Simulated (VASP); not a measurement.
# Ga (I4/mmm) in VASP: settings compared

Aim: see how the results for Ga move with the level of theory and the settings. Levels: LDA, PBEsol, RPBE, revPBE, PBE. Tasks: single point.

All numbers are computed with VASP 6.6.1; they aren't measurements. Logs are shortened: lines on timing, memory, paths and dates and some standing lists are left out, and cuts for length are marked.

### Step 1. The cell of the first run

The structure is tetragonal, space group I4/mmm (No. 139). Conventional cell: a = 2.769 Å, b = 2.769 Å, c = 4.622 Å, α = 90.00°, β = 90.00°, γ = 90.00°. Within 3.6 Å of Ga (site symmetry 4/mmm) lie 12 Ga at 2.77 to 3.03 Å.

### Step 2. Single point, LDA

The input, INCAR:

```
SYSTEM = Ga
PREC = Accurate
ENCUT = 520
EDIFF = 1E-7
ISMEAR = -1
SIGMA = 0.05
LREAL = .False.
LASPH = .True.
NELM = 60
ALGO = Normal
ISIF = 2
LWAVE = .False.
LCHARG = .False.
NBANDS = 12
```

The input, KPOINTS:

```
regular mesh
0
Gamma
  13 13 13
  0 0 0
```

The input, POSCAR:

```
Ga
1.0
   -1.3843987196      1.3843987196      2.3112238365
    1.3843987196     -1.3843987196      2.3112238365
    1.3843987196      1.3843987196     -2.3112238365
Ga
1
Direct
    0.0000000000      0.0000000000      0.0000000000
```

Potentials or basis: VASP PAW LDA potentials, release 64 (Ga_d).

Command:

```
> cat potpaw_LDA.64/Ga_d/POTCAR > POTCAR
> mpirun -np 1 vasp_std > vasp.out
```

OUTCAR:

```text
SYSTEM = Ga
   PREC = Accurate
   ENCUT = 520
   EDIFF = 1E-7
   ISMEAR = -1
   LREAL = .False.
   LASPH = .True.
   NELM = 60
   ISIF = 2

 ion  position               nearest neighbor table
   1  0.000  0.000  0.000-

  LATTYP: Found a body centered tetragonal cell.
 ALAT       =     2.7687974392
 C/A-ratio  =     1.6694784557

  Lattice vectors:

 A1 = (  -1.3843987196,   1.3843987196,   2.3112238365)
 A2 = (   1.3843987196,  -1.3843987196,   2.3112238365)
 A3 = (   1.3843987196,   1.3843987196,  -2.3112238365)

Analysis of symmetry for initial positions (statically):
=====================================================================
 Subroutine PRICEL returns:
 Original cell was already a primitive cell.

 Routine SETGRP: Setting up the symmetry group for a
 body centered tetragonal supercell.

 Subroutine GETGRP returns: Found 16 space group operations
 (whereof 16 operations were pure point group operations)
 out of a pool of 16 trial point group operations.

The static configuration has the point symmetry D_4h.

Analysis of symmetry for dynamics (positions and initial velocities):
=====================================================================
 Subroutine PRICEL returns:
 Original cell was already a primitive cell.

 Routine SETGRP: Setting up the symmetry group for a
 body centered tetragonal supercell.

 Subroutine GETGRP returns: Found 16 space group operations
 (whereof 16 operations were pure point group operations)
 out of a pool of 16 trial point group operations.

The dynamic configuration has the point symmetry D_4h.

 Subroutine INISYM returns: Found 16 space group operations
 (whereof 16 operations are pure point group operations),
 and found     1 'primitive' translations

----------------------------------------------------------------------------------------

                                     Primitive cell

  volume of cell :      17.7184

  direct lattice vectors                    reciprocal lattice vectors
    -1.384398720  1.384398720  2.311223836     0.000000000  0.361167627  0.216335602
     1.384398720 -1.384398720  2.311223836     0.361167627  0.000000000  0.216335602
     1.384398720  1.384398720 -2.311223836     0.361167627  0.361167627  0.000000000

  length of vectors
     3.029005654  3.029005654  3.029005654     0.421002550  0.421002550  0.510768156

  position of ions in fractional coordinates (direct lattice)
     0.000000000  0.000000000  0.000000000

  ion indices of the primitive-cell ions
   primitive index   ion index
                 1           1

----------------------------------------------------------------------------------------

 KPOINTS: regular mesh

Automatic generation of k-mesh.
 Grid dimensions read from file:
 generate k-points for:   13   13   13

 Generating k-lattice:

  Cartesian coordinates                     Fractional coordinates (reciprocal lattice)
     0.000000000  0.027782125  0.016641200     0.076923077  0.000000000  0.000000000
     0.027782125  0.000000000  0.016641200     0.000000000  0.076923077  0.000000000
     0.027782125  0.027782125  0.000000000     0.000000000  0.000000000  0.076923077

  Length of vectors
     0.032384812  0.032384812  0.039289858

  Shift w.r.t. Gamma in fractional coordinates (k-lattice)
     0.000000000  0.000000000  0.000000000

 Subroutine IBZKPT returns following result:
 ===========================================

 Found    196 irreducible k-points:

 Following reciprocal coordinates:
            Coordinates               Weight
  0.000000  0.000000  0.000000      1.000000
  0.076923 -0.000000  0.000000      8.000000
  0.153846 -0.000000  0.000000      8.000000
  0.230769  0.000000  0.000000      8.000000
  0.307692 -0.000000  0.000000      8.000000
  0.384615  0.000000 -0.000000      8.000000
[... 16 lines left out ...]
  0.384615  0.153846  0.000000     16.000000
  0.461538  0.153846 -0.000000     16.000000
 [... further k-points ...]
   k-points           NKPTS =    196   k-points in BZ     NKDIM =    196   number of bands    NBANDS=     12
   number of dos      NEDOS =    301   number of ions     NIONS =      1
   total plane-waves  NPLWV =  13824
   dimension x,y,z NGX =    24 NGY =   24 NGZ =   24
   dimension x,y,z NGXF=    48 NGYF=   48 NGZF=   48
   ions per type =               1
   NGX,Y,Z   is equivalent  to a cutoff of  13.17, 13.17, 13.17 a.u.
   NGXF,Y,Z  is equivalent  to a cutoff of  26.34, 26.34, 26.34 a.u.
 SYSTEM =  Ga
   PREC   = accura    normal or accurate (medium, high low for compatibility)
   ISTART =      0    job   : 0-new  1-cont  2-samecut
   ICHARG =      2    charge: 1-file 2-atom 10-const
   ISPIN  =      1    spin polarized calculation?
   LNONCOLLINEAR =      F non collinear calculations
   LSORBIT =      F    spin-orbit coupling
   LASPH  =      T    aspherical Exc in radial PAW
   ENCUT  =  520.0 eV  38.22 Ry    6.18 a.u.   5.63  5.63  5.63*2*pi/ulx,y,z
   NELM   =     60;   NELMIN=  2; NELMDL= -5     # of ELM steps
   EDIFF  = 0.1E-06   stopping-criterion for ELM
   LREAL  =      F    real-space projection
   EDIFFG = 0.1E-05   stopping-criterion for IOM
   NSW    =      0    number of steps for IOM
   IBRION =     -1    ionic relax: 0-MD 1-quasi-New 2-CG
   NFREE  =      0    steps in history (QN), initial steepest desc. (CG)
   ISIF   =      2    stress and relaxation
   ISYM   =      2    0-nonsym 1-usesym 2-fastsym
   POTIM  = 0.5000    time-step for ionic-motion
   TEBEG  =    0.0;   TEEND  =   0.0 temperature during run
   PSTRESS=    0.0 pullay stress
   NELECT =      13.0000    total number of electrons
   NUPDOWN=      -1.0000    fix difference up-down
   EMIN   =  10.00;   EMAX   =-10.00  energy-range for DOS
   EFERMI =   0.00;   METHOD = LEGACY
   ISMEAR =    -1;   SIGMA  =   0.05  broadening in eV -4-tet -1-fermi 0-gaus
   EFERMI_NEDOS =   21; number of points for ismear=-14 and -15
   IALGO  =     38    algorithm
   IMIX   =      4    mixing-type and parameters
     AMIX     =   0.40;   BMIX     =  1.00
     AMIX_MAG =   1.60;   BMIX_MAG =  1.00
  volume/ion in A,a.u.               =      17.72       119.57
  Fermi-wavevector in a.u.,A,eV,Ry     =   1.476549  2.790273 29.663375  2.180197
  Thomas-Fermi vector in A             =   2.591062
   LORBIT       =      0    0 simple, 1 ext, 2 COOP (PROOUT), +10 PAW based schemes
   GGA     = CA    functional components
   LHFCALC =     F    Hartree Fock is set to
   AEXX    =    0.0000 exact exchange contribution
   IVDW    =     0    specifies the selected vdW correction
   LEPSILON=     F    determine dielectric tensor
   LRPA    =     F    only Hartree local field effects (RPA)
 non-spin polarized calculation
  energy-cutoff  :      520.00
  volume of cell :       17.72
 maximum number of plane-waves:       487
   NGX = 11   NGY = 11   NGZ = 11

 number of electron      12.9999997 magnetization

 Free energy of the ion-electron system (eV)
  ---------------------------------------------------
  ext. energy  EPLUGINS =         0.00000000
  ---------------------------------------------------
  free energy    TOTEN  =        -3.56255590 eV

  energy without entropy =       -3.55947195  energy(sigma->0) =       -3.56101393

 E-fermi :   5.8222     XC(G=0): -11.6505

 val. band max:        5.8080457091   @ k =  -0.1538  -0.3846   0.0769
 cond. band min:       5.8728232147   @ k =  -0.3077  -0.3846   0.0769
 fundamental gap:      0.0647775056
 Fermi energy:         5.8221547024

 k-point     1 :       0.0000    0.0000    0.0000
  band No.  band energies     occupation
      1      -9.2956      2.00000
      2      -9.1368      2.00000
      3      -9.1005      2.00000
      4      -9.1005      2.00000
      5      -8.9365      2.00000
      6      -5.6423      2.00000
      7      18.3798      0.00000
      8      18.7399      0.00000
      9      18.7399      0.00000
     10      22.3053      0.00000
     11      22.6208      0.00000
     12      23.2563      0.00000

 k-point     2 :       0.0769   -0.0000    0.0000
  band No.  band energies     occupation
      1      -9.2850      2.00000
      2      -9.1338      2.00000
      3      -9.1036      2.00000
      4      -9.0940      2.00000
      5      -8.9421      2.00000
      6      -5.4816      2.00000
      7      16.8760      0.00000
      8      17.9002      0.00000
      9      18.6109      0.00000
     10      21.3275      0.00000
     11      22.4484      0.00000
     12      23.6721      0.00000

 k-point     3 :       0.1538   -0.0000    0.0000
  band No.  band energies     occupation
      1      -9.2629      2.00000
      2      -9.1406      2.00000
      3      -9.0923      2.00000
      4      -9.0777      2.00000
      5      -8.9559      2.00000
      6      -4.9959      2.00000
      7      13.7389      0.00000
      8      16.7762      0.00000
      9      18.3561      0.00000
     10      20.3575      0.00000
     11      21.7578      0.00000
     12      24.7238      0.00000
[... 286 lines left out ...]
 k-point    23 :       0.3846    0.1538    0.0000
  band No.  band energies     occupation
      1      -9.2224      2.00000
      2      -9.1784      2.00000
      3      -9.0961      2.00000
      4      -8.9839      2.00000
      5      -8.9244      2.00000
      6      -0.0597      2.00000
      7       4.1719      2.00000
      8      12.3208      0.00000
      9      13.7397      0.00000
     10      18.8786      0.00000
     11      20.5328      0.00000
     12      26.0969      0.00000

 k-point    24 :       0.4615    0.1538   -0.0000
  band No.  band energies     occupation
      1      -9.2387      2.00000
      2      -9.1730      2.00000
      3      -9.1056      2.00000
      4      -8.9880      2.00000
      5      -8.8914      2.00000
      6       1.4525      2.00000
      7       2.3626      2.00000
      8      12.3199      0.00000
      9      14.1221      0.00000
     10      18.0683      0.00000
     11      20.4314      0.00000
     12      26.7116      0.00000

 [... further k-points ...]

------------------------ aborting loop because EDIFF is reached ----------------------------------------

  FORCE on cell =-STRESS in cart. coord.  units (eV):
  Direction    XX          YY          ZZ          XY          YZ          ZX
  --------------------------------------------------------------------------------------
  -------------------------------------------------------------------------------------
  Total       -0.2717138     -0.2717138     -0.2314986      0.0000000      0.0000000      0.0000000
  in kB      -24.5695885    -24.5695885    -20.9331532      0.0000000      0.0000000      0.0000000
  external PRESSURE =     -23.3574434 kB  Pullay stress =       0.0000000 kB

 VOLUME and BASIS-vectors are now :
 -----------------------------------------------------------------------------
  energy-cutoff  :      520.00
  volume of cell :       17.72
      direct lattice vectors                 reciprocal lattice vectors
    -1.384398720  1.384398720  2.311223836     0.000000000  0.361167627  0.216335602
     1.384398720 -1.384398720  2.311223836     0.361167627  0.000000000  0.216335602
     1.384398720  1.384398720 -2.311223836     0.361167627  0.361167627  0.000000000

 POSITION                                       TOTAL-FORCE (eV/Angst)
 -----------------------------------------------------------------------------------
      0.00000      0.00000      0.00000        -0.000000      0.000000      0.000000
 -----------------------------------------------------------------------------------
    total drift:                               -0.000000      0.000000      0.000000

  FREE ENERGIE OF THE ION-ELECTRON SYSTEM (eV)
  ---------------------------------------------------
  free  energy   TOTEN  =        -3.5625559005 eV

  energy  without entropy=       -3.5594719517  energy(sigma->0) =       -3.56101393
```

It took 46 s on 1 thread of AMD EPYC 7R13, shared host; peak memory 0.13 GiB.

Results:

```yaml
Free_energy: -3.5626 eV
Pressure: -2.3 GPa
Band_gap_on_the_k_mesh: zero (an odd number of electrons rules out a gap without spin polarisation)
```

Levels at points of the mesh, in eV from the Fermi level:
```csv
k point,band 3,band 4,band 5,band 6,band 7,band 8,band 9,band 10
"(0.00, 0.00, 0.00)",-14.92,-14.92,-14.76,-11.46,12.56,12.92,12.92,16.48
```

[end of part 1 of 2]

The gap in the log of VASP goes by the Fermi energy; the results here count the filled bands.